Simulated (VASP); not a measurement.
# Ti (P6_3/mmc) in VASP: relaxation of cell and atoms with PBE

Aim: the relaxation of cell and atoms of Ti with PBE.

All numbers are computed with VASP 6.6.1; they aren't measurements. Logs are shortened: lines on timing, memory, paths and dates and some standing lists are left out, and cuts for length are marked.

## (1) The cell of the first run

It takes space group P6_3/mmc (No. 194, hexagonal). The conventional cell has a = 2.897 Å, b = 2.897 Å, c = 4.576 Å, α = 90.00°, β = 90.00°, γ = 120.00°. Within 3.7 Å of Ti (site symmetry -6m2) lie 12 Ti at 2.83 to 2.90 Å.

## (2) Relaxation of cell and atoms, PBE

File INCAR:

```
  ALGO = Fast
  EDIFF = 1E-6
  EDIFFG = -0.01
  ENCUT = 600
  GGA = PE
  IBRION = 2
  ISIF = 3
  ISMEAR = 0
  LASPH = True
  LCHARG = False
  LREAL = False
  LWAVE = False
  NELM = 100
  NSW = 80
  PREC = Accurate
  SIGMA = 0.1
```

File KPOINTS:

```
k-points
0
Gamma
  18 18 10
```

File POSCAR:

```
Ti
1.0
    2.8967357421      0.0000000000      0.0000000000
   -1.4483678710      2.5086467407      0.0000000000
    0.0000000000      0.0000000000      4.5759648404
Ti
2
Direct
    0.3333333333      0.6666666667      0.2500000000
    0.6666666667      0.3333333333      0.7500000000
```

Potentials or basis: VASP PAW PBE potentials, release 64 (Ti_sv).

Launch:

```bash
> cat potpaw_PBE.64/Ti_sv/POTCAR > POTCAR
> mpirun -np 1 vasp_std > vasp.out
```

OUTCAR:

```text
EDIFF = 1E-6
   EDIFFG = -0.01
   ENCUT = 600
   GGA = PE
   IBRION = 2
   ISIF = 3
   ISMEAR = 0
   LASPH = True
   LREAL = False
   NELM = 100
   NSW = 80
   PREC = Accurate

 ion  position               nearest neighbor table
   1  0.333  0.667  0.250-   2 2.83   2 2.83   2 2.83   2 2.83   2 2.83   2 2.83
   2  0.667  0.333  0.750-   1 2.83   1 2.83   1 2.83   1 2.83   1 2.83   1 2.83

  LATTYP: Found a hexagonal cell.
 ALAT       =     2.8967357421
 C/A-ratio  =     1.5796970272

  Lattice vectors:

 A1 = (   2.8967357421,   0.0000000000,   0.0000000000)
 A2 = (  -1.4483678710,   2.5086467407,   0.0000000000)
 A3 = (   0.0000000000,   0.0000000000,   4.5759648404)

Analysis of symmetry for initial positions (statically):
=====================================================================
 Subroutine PRICEL returns:
 Original cell was already a primitive cell.

 Routine SETGRP: Setting up the symmetry group for a
 hexagonal supercell.

 Subroutine GETGRP returns: Found 24 space group operations
 (whereof 12 operations were pure point group operations)
 out of a pool of 24 trial point group operations.

The static configuration has the point symmetry D_3d.
 The point group associated with its full space group is D_6h.

Analysis of symmetry for dynamics (positions and initial velocities):
=====================================================================
 Subroutine PRICEL returns:
 Original cell was already a primitive cell.

 Routine SETGRP: Setting up the symmetry group for a
 hexagonal supercell.

 Subroutine GETGRP returns: Found 24 space group operations
 (whereof 12 operations were pure point group operations)
 out of a pool of 24 trial point group operations.

The dynamic configuration has the point symmetry D_3d.
 The point group associated with its full space group is D_6h.

 Subroutine INISYM returns: Found 24 space group operations
 (whereof 12 operations are pure point group operations),
 and found     1 'primitive' translations

----------------------------------------------------------------------------------------

                                     Primitive cell

  volume of cell :      33.2530

  direct lattice vectors                    reciprocal lattice vectors
     2.896735742  0.000000000  0.000000000     0.345216164  0.199310645  0.000000000
    -1.448367871  2.508646741  0.000000000     0.000000000  0.398621290  0.000000000
     0.000000000  0.000000000  4.575964840     0.000000000  0.000000000  0.218533148

  length of vectors
     2.896735742  2.896735742  4.575964840     0.398621290  0.398621290  0.218533148

  position of ions in fractional coordinates (direct lattice)
     0.333333333  0.666666667  0.250000000
     0.666666667  0.333333333  0.750000000

  ion indices of the primitive-cell ions
   primitive index   ion index
                 1           1
                 2           2

----------------------------------------------------------------------------------------

 KPOINTS: k-points

Automatic generation of k-mesh.
 Grid dimensions read from file:
 generate k-points for:   18   18   10

 Generating k-lattice:

  Cartesian coordinates                     Fractional coordinates (reciprocal lattice)
     0.019178676  0.011072814  0.000000000     0.055555556  0.000000000  0.000000000
     0.000000000  0.022145627  0.000000000     0.000000000  0.055555556  0.000000000
     0.000000000  0.000000000  0.021853315     0.000000000  0.000000000  0.100000000

  Length of vectors
     0.022145627  0.022145627  0.021853315

  Shift w.r.t. Gamma in fractional coordinates (k-lattice)
     0.000000000  0.000000000  0.000000000

 Subroutine IBZKPT returns following result:
 ===========================================

 Found    222 irreducible k-points:

 Following reciprocal coordinates:
            Coordinates               Weight
  0.000000  0.000000  0.000000      1.000000
  0.055556  0.000000  0.000000      6.000000
  0.111111  0.000000  0.000000      6.000000
  0.166667  0.000000  0.000000      6.000000
  0.222222  0.000000  0.000000      6.000000
  0.277778  0.000000  0.000000      6.000000
[... 16 lines left out ...]
  0.333333  0.111111  0.000000     12.000000
  0.388889  0.111111  0.000000     12.000000
 [... further k-points ...]
   k-points           NKPTS =    222   k-points in BZ     NKDIM =    222   number of bands    NBANDS=     16
   number of dos      NEDOS =    301   number of ions     NIONS =      2
   total plane-waves  NPLWV =  23040
   dimension x,y,z NGX =    24 NGY =   24 NGZ =   40
   dimension x,y,z NGXF=    48 NGYF=   48 NGZF=   80
   ions per type =               2
   NGX,Y,Z   is equivalent  to a cutoff of  13.77, 13.77, 14.53 a.u.
   NGXF,Y,Z  is equivalent  to a cutoff of  27.55, 27.55, 29.06 a.u.
 SYSTEM =  unknown system
   PREC   = accura    normal or accurate (medium, high low for compatibility)
   ISTART =      0    job   : 0-new  1-cont  2-samecut
   ICHARG =      2    charge: 1-file 2-atom 10-const
   ISPIN  =      1    spin polarized calculation?
   LNONCOLLINEAR =      F non collinear calculations
   LSORBIT =      F    spin-orbit coupling
   LASPH  =      T    aspherical Exc in radial PAW
   ENCUT  =  600.0 eV  44.10 Ry    6.64 a.u.   5.79  5.79  9.14*2*pi/ulx,y,z
   NELM   =    100;   NELMIN=  2; NELMDL= -5     # of ELM steps
   EDIFF  = 0.1E-05   stopping-criterion for ELM
   LREAL  =      F    real-space projection
   EDIFFG = -.1E-01   stopping-criterion for IOM
   NSW    =     80    number of steps for IOM
   IBRION =      2    ionic relax: 0-MD 1-quasi-New 2-CG
   NFREE  =      1    steps in history (QN), initial steepest desc. (CG)
   ISIF   =      3    stress and relaxation
   ISYM   =      2    0-nonsym 1-usesym 2-fastsym
   POTIM  = 0.5000    time-step for ionic-motion
   TEBEG  =    0.0;   TEEND  =   0.0 temperature during run
   PSTRESS=    0.0 pullay stress
   NELECT =      24.0000    total number of electrons
   NUPDOWN=      -1.0000    fix difference up-down
   EMIN   =  10.00;   EMAX   =-10.00  energy-range for DOS
   EFERMI =   0.00;   METHOD = LEGACY
   ISMEAR =     0;   SIGMA  =   0.10  broadening in eV -4-tet -1-fermi 0-gaus
   EFERMI_NEDOS =   21; number of points for ismear=-14 and -15
   IALGO  =     68    algorithm
   IMIX   =      4    mixing-type and parameters
     AMIX     =   0.40;   BMIX     =  1.00
     AMIX_MAG =   1.60;   BMIX_MAG =  1.00
  volume/ion in A,a.u.               =      16.63       112.20
  Fermi-wavevector in a.u.,A,eV,Ry     =   1.468481  2.775026 29.340084  2.156435
  Thomas-Fermi vector in A             =   2.583973
   LORBIT       =      0    0 simple, 1 ext, 2 COOP (PROOUT), +10 PAW based schemes
   GGA     = PE    functional components
   LHFCALC =     F    Hartree Fock is set to
   AEXX    =    0.0000 exact exchange contribution
   IVDW    =     0    specifies the selected vdW correction
   LEPSILON=     F    determine dielectric tensor
   LRPA    =     F    only Hartree local field effects (RPA)
 conjugate gradient relaxation of ions
 non-spin polarized calculation
 RMM-DIIS sequential band-by-band and
 Gauss-broadening in eV      SIGMA  =   0.10
  energy-cutoff  :      600.00
  volume of cell :       33.25
 maximum number of plane-waves:      1134
 NGX is ok and might be reduce to    24
   NGX = 11   NGY = 11   NGZ = 19

--------------------------------------- Ionic step        1  -------------------------------------------

 number of electron      23.9999999 magnetization

 Free energy of the ion-electron system (eV)
  ---------------------------------------------------
  ext. energy  EPLUGINS =         0.00000000
  ---------------------------------------------------
  free energy    TOTEN  =       -15.65390105 eV

  energy without entropy =      -15.64488647  energy(sigma->0) =      -15.64939376

------------------------ aborting loop because EDIFF is reached ----------------------------------------

  FORCE on cell =-STRESS in cart. coord.  units (eV):
  Direction    XX          YY          ZZ          XY          YZ          ZX
  --------------------------------------------------------------------------------------
  -------------------------------------------------------------------------------------
  Total        0.9682064      0.9682064      1.0424573      0.0000000     -0.0000000     -0.0000000
  in kB       46.6495490     46.6495490     50.2270620      0.0000000     -0.0000000     -0.0000000
  external PRESSURE =      47.8420533 kB  Pullay stress =       0.0000000 kB
[... 165 lines left out ...]
  energy  without entropy=      -15.6668222242  energy(sigma->0) =      -15.67151716

--------------------------------------- Ionic step        6  -------------------------------------------

 number of electron      23.9999993 magnetization

 Free energy of the ion-electron system (eV)
  ---------------------------------------------------
  ext. energy  EPLUGINS =         0.00000000
  ---------------------------------------------------
  free energy    TOTEN  =       -15.67621547 eV

  energy without entropy =      -15.66682543  energy(sigma->0) =      -15.67152045

 E-fermi :   8.3592     XC(G=0): -11.5029

 val. band max:        8.3482856104   @ k =   0.3333   0.1667   0.4000
 cond. band min:       8.3757282113   @ k =   0.0556   0.0000   0.5000
 fundamental gap:      0.0274426009
 Fermi energy:         8.3591909815

 k-point     1 :       0.0000    0.0000    0.0000
  band No.  band energies     occupation
      1     -48.5111      2.00000
      2     -48.3731      2.00000
      3     -25.1024      2.00000
      4     -24.4558      2.00000
      5     -24.4558      2.00000
      6     -24.3900      2.00000
[... 8 lines left out ...]
     15       9.6231      0.00000
     16       9.6231      0.00000
[... 420 lines left out ...]
  band No.  band energies     occupation
      1     -48.3935      2.00000
      2     -48.3483      2.00000
      3     -24.8981      2.00000
      4     -24.7962      2.00000
      5     -24.7797      2.00000
      6     -24.6216      2.00000
[... 8 lines left out ...]
     15       9.5207      0.00000
     16      11.4592      0.00000

 [... further k-points ...]

------------------------ aborting loop because EDIFF is reached ----------------------------------------

  FORCE on cell =-STRESS in cart. coord.  units (eV):
  Direction    XX          YY          ZZ          XY          YZ          ZX
  --------------------------------------------------------------------------------------
  -------------------------------------------------------------------------------------
  Total       -0.0017907     -0.0017907      0.0064757     -0.0000000      0.0000000      0.0000000
  in kB       -0.0826917     -0.0826917      0.2990326     -0.0000000      0.0000000      0.0000000
  external PRESSURE =       0.0445497 kB  Pullay stress =       0.0000000 kB
[... 17 lines left out ...]
  FREE ENERGIE OF THE ION-ELECTRON SYSTEM (eV)
  ---------------------------------------------------
  free  energy   TOTEN  =       -15.6762154679 eV

  energy  without entropy=      -15.6668254327  energy(sigma->0) =      -15.67152045

 reached required accuracy - stopping structural energy minimisation
```

Wall time 35 min (1 thread of Intel Xeon 8259CL, shared host); peak memory 0.28 GiB.

Results:

| Quantity | Value |
| --- | --- |
| Free energy | -15.6762 eV |
| Relaxed volume | 17.35 Å³/atom |
| Relaxed cell | a = 2.937 Å, b = 2.937 Å, c = 4.645 Å, α = 90.00°, β = 90.00°, γ = 120.00° |
| Space group after relaxing (to 0.1 Å) | P6_3/mmc (No. 194) |
| Energy gained by relaxing | 11.2 meV/atom |
| Ionic steps | 6 |
| Pressure after relaxing | 0.0 GPa |
| Band gap on the k mesh | zero (bands 12 and 13 overlap by 1.10 eV) |

The path:
| step | energy change (eV) | largest force (eV/Å) | pressure (GPa) | volume (Å³) |
| --- | --- | --- | --- | --- |
| 1 | 0.0000 | 0.0000 | 4.78 | 33.25 |
| 2 | -0.0127 | 0.0000 | -2.96 | 35.70 |
| 3 | -0.0223 | 0.0000 | -0.20 | 34.73 |
| 4 | -0.0223 | 0.0000 | 0.09 | 34.67 |
| 5 | -0.0223 | 0.0000 | 0.06 | 34.70 |
| 6 | -0.0223 | 0.0000 | 0.00 | 34.70 |

Final structure:
```
CELL_PARAMETERS angstrom
2.93675 0.00000 0.00000
-1.46838 2.54330 0.00000
0.00000 0.00000 4.64531
ATOMIC_POSITIONS crystal
Ti 0.33333 0.66667 0.25000
Ti 0.66667 0.33333 0.75000
```

Levels at points of the mesh, in eV from the Fermi level:
```tsv
k point	band 10	band 11	band 12	band 13	band 14	band 15
(0.00, 0.00, 0.00)	-2.70	0.76	0.76	0.77	0.88	1.26
(0.50, 0.00, 0.00)	-2.17	-1.86	-0.64	0.46	0.62	1.17
(0.00, 0.00, 0.50)	-4.36	0.08	0.08	0.67	0.67	0.67
(0.50, 0.00, 0.50)	-2.56	-0.82	-0.82	1.32	1.32	1.72
```
